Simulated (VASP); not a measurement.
# TePb (Fm-3m) in VASP: single point with PBE

Aim: the single point of TePb with PBE.

Program: VASP 6.6.1. These are calculated values, not measurements. Logs are shortened: lines on timing, memory, paths and dates and some standing lists are left out, and cuts for length are marked.

## Step 1: The cell of the first run

It takes space group Fm-3m (No. 225, cubic). Conventional cell: a = 6.784 Å, b = 6.784 Å, c = 6.784 Å, α = 90.00°, β = 90.00°, γ = 90.00°. Te (site symmetry m-3m) has 6 Pb at 3.39 Å within 4.5 Å. Pb (site symmetry m-3m) has 6 Te at 3.39 Å within 4.5 Å.

## Step 2: Single point, PBE (volume scaled by 1.10)

File INCAR:

```
PREC     = Accurate       # precision mode
ENCUT    = 500            # plane-wave cutoff, eV
EDIFF    = 1E-6           # SCF threshold, eV
ISMEAR   = 0              # smearing method
SIGMA    = 0.02           # smearing width, eV
LREAL    = F              # projectors in reciprocal space
LASPH    = T              # aspherical terms in the spheres
NELM     = 120            # most SCF steps
ALGO     = Normal         # electronic algorithm
ISIF     = 2              # what is computed and relaxed
LWAVE    = F              # write WAVECAR
LCHARG   = T              # write CHGCAR
GGA      = PE             # functional
LELF     = T              # ELF
LVHAR    = T            
NBANDS   = 17             # bands
GGA_COMPAT= F
```

File KPOINTS:

```
regular mesh
0
Gamma
  8 8 8
```

File POSCAR:

```
TePb
1.0
    0.0000000000      3.3921249026      3.3921249026
    3.3921249026      0.0000000000      3.3921249026
    3.3921249026      3.3921249026      0.0000000000
Te Pb
1 1
Direct
    0.5000000000      0.5000000000      0.5000000000
    0.0000000000      0.0000000000      0.0000000000
```

Potentials or basis: VASP PAW PBE potentials, release 64 (Te, Pb_d).

Run with:

```sh
cat potpaw_PBE.64/Te/POTCAR potpaw_PBE.64/Pb_d/POTCAR > POTCAR
mpirun -np 1 vasp_std > vasp.out
```

OUTCAR:

```text
PREC = Accurate
   ENCUT = 500
   EDIFF = 1E-6
   ISMEAR = 0
   LREAL = F
   LASPH = T
   NELM = 120
   ISIF = 2
   GGA = PE

 ion  position               nearest neighbor table
   1  0.500  0.500  0.500-   2 3.39   2 3.39   2 3.39   2 3.39   2 3.39   2 3.39
   2  0.000  0.000  0.000-   1 3.39   1 3.39   1 3.39   1 3.39   1 3.39   1 3.39

  LATTYP: Found a face centered cubic cell.
 ALAT       =     6.7842498052

  Lattice vectors:

 A1 = (   0.0000000000,   3.3921249026,   3.3921249026)
 A2 = (   3.3921249026,   0.0000000000,   3.3921249026)
 A3 = (   3.3921249026,   3.3921249026,   0.0000000000)

Analysis of symmetry for initial positions (statically):
=====================================================================
 Subroutine PRICEL returns:
 Original cell was already a primitive cell.

 Routine SETGRP: Setting up the symmetry group for a
 face centered cubic supercell.

 Subroutine GETGRP returns: Found 48 space group operations
 (whereof 48 operations were pure point group operations)
 out of a pool of 48 trial point group operations.

The static configuration has the point symmetry O_h .

Analysis of symmetry for dynamics (positions and initial velocities):
=====================================================================
 Subroutine PRICEL returns:
 Original cell was already a primitive cell.

 Routine SETGRP: Setting up the symmetry group for a
 face centered cubic supercell.

 Subroutine GETGRP returns: Found 48 space group operations
 (whereof 48 operations were pure point group operations)
 out of a pool of 48 trial point group operations.

The dynamic configuration has the point symmetry O_h .

 Subroutine INISYM returns: Found 48 space group operations
 (whereof 48 operations are pure point group operations),
 and found     1 'primitive' translations

----------------------------------------------------------------------------------------

                                     Primitive cell

  volume of cell :      78.0630

  direct lattice vectors                    reciprocal lattice vectors
     0.000000000  3.392124903  3.392124903    -0.147400233  0.147400233  0.147400233
     3.392124903  0.000000000  3.392124903     0.147400233 -0.147400233  0.147400233
     3.392124903  3.392124903  0.000000000     0.147400233  0.147400233 -0.147400233

  length of vectors
     4.797189043  4.797189043  4.797189043     0.255304692  0.255304692  0.255304692

  position of ions in fractional coordinates (direct lattice)
     0.500000000  0.500000000  0.500000000
     0.000000000  0.000000000  0.000000000

  ion indices of the primitive-cell ions
   primitive index   ion index
                 1           1
                 2           2

----------------------------------------------------------------------------------------

 KPOINTS: regular mesh

Automatic generation of k-mesh.
 Grid dimensions read from file:
 generate k-points for:    8    8    8

 Generating k-lattice:

  Cartesian coordinates                     Fractional coordinates (reciprocal lattice)
    -0.018425029  0.018425029  0.018425029     0.125000000  0.000000000  0.000000000
     0.018425029 -0.018425029  0.018425029     0.000000000  0.125000000  0.000000000
     0.018425029  0.018425029 -0.018425029     0.000000000  0.000000000  0.125000000

  Length of vectors
     0.031913087  0.031913087  0.031913087

  Shift w.r.t. Gamma in fractional coordinates (k-lattice)
     0.000000000  0.000000000  0.000000000

 Subroutine IBZKPT returns following result:
 ===========================================

 Found     29 irreducible k-points:

 Following reciprocal coordinates:
            Coordinates               Weight
  0.000000  0.000000  0.000000      1.000000
  0.125000  0.000000  0.000000      8.000000
  0.250000  0.000000  0.000000      8.000000
  0.375000  0.000000  0.000000      8.000000
  0.500000  0.000000  0.000000      4.000000
  0.125000  0.125000  0.000000      6.000000
[... 16 lines left out ...]
  0.500000  0.250000  0.125000     48.000000
 -0.375000  0.250000  0.125000     24.000000
 [... further k-points ...]
   k-points           NKPTS =     29   k-points in BZ     NKDIM =     29   number of bands    NBANDS=     17
   number of dos      NEDOS =    301   number of ions     NIONS =      2
   total plane-waves  NPLWV =  46656
   dimension x,y,z NGX =    36 NGY =   36 NGZ =   36
   dimension x,y,z NGXF=    72 NGYF=   72 NGZF=   72
   ions per type =               1   1
   NGX,Y,Z   is equivalent  to a cutoff of  12.48, 12.48, 12.48 a.u.
   NGXF,Y,Z  is equivalent  to a cutoff of  24.95, 24.95, 24.95 a.u.
 SYSTEM =  unknown system
   PREC   = accura    normal or accurate (medium, high low for compatibility)
   ISTART =      0    job   : 0-new  1-cont  2-samecut
   ICHARG =      2    charge: 1-file 2-atom 10-const
   ISPIN  =      1    spin polarized calculation?
   LNONCOLLINEAR =      F non collinear calculations
   LSORBIT =      F    spin-orbit coupling
   LASPH  =      T    aspherical Exc in radial PAW
   ENCUT  =  500.0 eV  36.75 Ry    6.06 a.u.   8.75  8.75  8.75*2*pi/ulx,y,z
   NELM   =    120;   NELMIN=  2; NELMDL= -5     # of ELM steps
   EDIFF  = 0.1E-05   stopping-criterion for ELM
   LREAL  =      F    real-space projection
[... 7 lines left out ...]
   TEBEG  =    0.0;   TEEND  =   0.0 temperature during run
   PSTRESS=    0.0 pullay stress
   NELECT =      20.0000    total number of electrons
   NUPDOWN=      -1.0000    fix difference up-down
   EMIN   =  10.00;   EMAX   =-10.00  energy-range for DOS
   EFERMI =   0.00;   METHOD = LEGACY
   ISMEAR =     0;   SIGMA  =   0.02  broadening in eV -4-tet -1-fermi 0-gaus
   EFERMI_NEDOS =   21; number of points for ismear=-14 and -15
   IALGO  =     38    algorithm
   IMIX   =      4    mixing-type and parameters
     AMIX     =   0.40;   BMIX     =  1.00
     AMIX_MAG =   1.60;   BMIX_MAG =  1.00
  volume/ion in A,a.u.               =      39.03       263.40
  Fermi-wavevector in a.u.,A,eV,Ry     =   1.039768  1.964876 14.709488  1.081117
  Thomas-Fermi vector in A             =   2.174313
   LORBIT       =      0    0 simple, 1 ext, 2 COOP (PROOUT), +10 PAW based schemes
   GGA     = PE    functional components
   LHFCALC =     F    Hartree Fock is set to
   AEXX    =    0.0000 exact exchange contribution
   IVDW    =     0    specifies the selected vdW correction
   LEPSILON=     F    determine dielectric tensor
   LRPA    =     F    only Hartree local field effects (RPA)
 non-spin polarized calculation
 Gauss-broadening in eV      SIGMA  =   0.02
  energy-cutoff  :      500.00
  volume of cell :       78.06
 maximum number of plane-waves:      2006
   NGX = 17   NGY = 17   NGZ = 17

 number of electron      20.0000004 magnetization

 Free energy of the ion-electron system (eV)
  ---------------------------------------------------
  ext. energy  EPLUGINS =         0.00000000
  ---------------------------------------------------
  free energy    TOTEN  =        -7.44966838 eV

  energy without entropy =       -7.44966838  energy(sigma->0) =       -7.44966838

 E-fermi :   4.0237     XC(G=0):  -8.6589

 val. band max:        3.8784704700   @ k =   0.5000   0.0000   0.0000
 cond. band min:       4.8535328514   @ k =   0.5000   0.0000   0.0000
 fundamental gap:      0.9750623814
 Fermi energy:         4.0236734602

 k-point     1 :       0.0000    0.0000    0.0000
  band No.  band energies     occupation
      1     -12.6785      2.00000
      2     -12.6785      2.00000
      3     -12.6785      2.00000
      4     -12.6785      2.00000
      5     -12.6785      2.00000
      6      -7.0449      2.00000
[... 9 lines left out ...]
     16       9.9811      0.00000
     17      10.9028      0.00000

 k-point     2 :       0.1250    0.0000    0.0000
  band No.  band energies     occupation
      1     -12.6796      2.00000
      2     -12.6796      2.00000
      3     -12.6782      2.00000
      4     -12.6771      2.00000
      5     -12.6771      2.00000
      6      -6.9377      2.00000
[... 9 lines left out ...]
     16      10.2392      0.00000
     17      11.7875      0.00000

 k-point     3 :       0.2500    0.0000    0.0000
  band No.  band energies     occupation
      1     -12.6822      2.00000
      2     -12.6822      2.00000
      3     -12.6775      2.00000
      4     -12.6736      2.00000
      5     -12.6736      2.00000
      6      -6.6335      2.00000
[... 9 lines left out ...]
     16      10.9595      0.00000
     17      13.4421      0.00000

 k-point     4 :       0.3750    0.0000    0.0000
  band No.  band energies     occupation
      1     -12.6849      2.00000
      2     -12.6849      2.00000
      3     -12.6768      2.00000
      4     -12.6701      2.00000
      5     -12.6700      2.00000
      6      -6.2137      2.00000
[... 9 lines left out ...]
     16      12.0720      0.00000
     17      13.9657      0.00000

 k-point     5 :       0.5000    0.0000    0.0000
  band No.  band energies     occupation
      1     -12.6860      2.00000
      2     -12.6860      2.00000
      3     -12.6766      2.00000
      4     -12.6686      2.00000
      5     -12.6686      2.00000
      6      -5.9617      2.00000
[... 9 lines left out ...]
     16      13.1411      0.00000
     17      13.1411      0.00000

 k-point     6 :       0.1250    0.1250    0.0000
  band No.  band energies     occupation
      1     -12.6814      2.00000
      2     -12.6792      2.00000
      3     -12.6777      2.00000
      4     -12.6766      2.00000
      5     -12.6766      2.00000
      6      -6.9029      2.00000
[... 9 lines left out ...]
     16      10.6595      0.00000
     17      11.3481      0.00000
[... 281 lines left out ...]
 k-point    21 :       0.5000    0.5000    0.0000
  band No.  band energies     occupation
      1     -12.7057      2.00000
      2     -12.6834      2.00000
      3     -12.6725      2.00000
      4     -12.6647      2.00000
      5     -12.6647      2.00000
      6      -5.8308      2.00000
[... 9 lines left out ...]
     16      13.8996      0.00000
     17      14.6029      0.00000

 k-point    22 :       0.3750    0.2500    0.1250
  band No.  band energies     occupation
      1     -12.6882      2.00000
      2     -12.6792      2.00000
      3     -12.6789      2.00000
      4     -12.6720      2.00000
      5     -12.6706      2.00000
      6      -6.3954      2.00000
[... 9 lines left out ...]
     16      12.2602      0.00000
     17      12.8033      0.00000

 k-point    23 :       0.5000    0.2500    0.1250
  band No.  band energies     occupation
      1     -12.6906      2.00000
      2     -12.6811      2.00000
      3     -12.6767      2.00000
      4     -12.6707      2.00000
      5     -12.6688      2.00000
      6      -6.0393      2.00000
[... 9 lines left out ...]
     16      12.6984      0.00000
     17      13.5710      0.00000

 k-point    24 :      -0.3750    0.2500    0.1250
  band No.  band energies     occupation
      1     -12.6914      2.00000
      2     -12.6821      2.00000
      3     -12.6746      2.00000
      4     -12.6718      2.00000
      5     -12.6677      2.00000
      6      -5.8430      2.00000
[... 9 lines left out ...]
     16      13.5950      0.00000
     17      13.8008      0.00000

 [... further k-points ...]
[... 5 lines left out ...]
  --------------------------------------------------------------------------------------
  -------------------------------------------------------------------------------------
  Total       -1.4774050     -1.4774050     -1.4774050      0.0000000      0.0000000      0.0000000
  in kB      -30.3224746    -30.3224746    -30.3224746      0.0000000      0.0000000      0.0000000
  external PRESSURE =     -30.3224746 kB  Pullay stress =       0.0000000 kB

 VOLUME and BASIS-vectors are now :
 -----------------------------------------------------------------------------
  energy-cutoff  :      500.00
  volume of cell :       78.06
      direct lattice vectors                 reciprocal lattice vectors
     0.000000000  3.392124903  3.392124903    -0.147400233  0.147400233  0.147400233
     3.392124903  0.000000000  3.392124903     0.147400233 -0.147400233  0.147400233
     3.392124903  3.392124903  0.000000000     0.147400233  0.147400233 -0.147400233

 POSITION                                       TOTAL-FORCE (eV/Angst)
 -----------------------------------------------------------------------------------
      3.39212      3.39212      3.39212         0.000000     -0.000000      0.000000
      0.00000      0.00000      0.00000        -0.000000      0.000000      0.000000
 -----------------------------------------------------------------------------------
    total drift:                                0.000000      0.000000      0.000000

  FREE ENERGIE OF THE ION-ELECTRON SYSTEM (eV)
  ---------------------------------------------------
  free  energy   TOTEN  =        -7.4496683838 eV

  energy  without entropy=       -7.4496683838  energy(sigma->0) =       -7.44966838
```

It took 27 s on 1 thread of Intel Xeon Platinum 8488C (Sapphire Rapids), shared host; peak memory 0.21 GiB.

What came out:

```yaml
Free_energy: -7.4497 eV
Pressure: -3.0 GPa
Band_gap_on_the_k_mesh: 0.97 eV, direct
```

Levels at points of the mesh, in eV from the valence-band top:
| k point | band 7 | band 8 | band 9 | band 10 | band 11 | band 12 | band 13 | band 14 |
| --- | --- | --- | --- | --- | --- | --- | --- | --- |
| (0.00, 0.00, 0.00) | -5.94 | -0.83 | -0.83 | -0.83 | 3.88 | 3.88 | 3.88 | 6.10 |
| (0.50, 0.00, 0.00) | -7.94 | -0.46 | -0.46 | 0.00 | 0.98 | 1.58 | 1.58 | 8.22 |
| (0.50, 0.50, 0.00) | -7.12 | -3.43 | -2.02 | -2.02 | 3.88 | 4.95 | 4.95 | 5.90 |

Caveat: spin-orbit coupling is left out, which moves the levels of the heavy elements. A k mesh can miss the band edges.
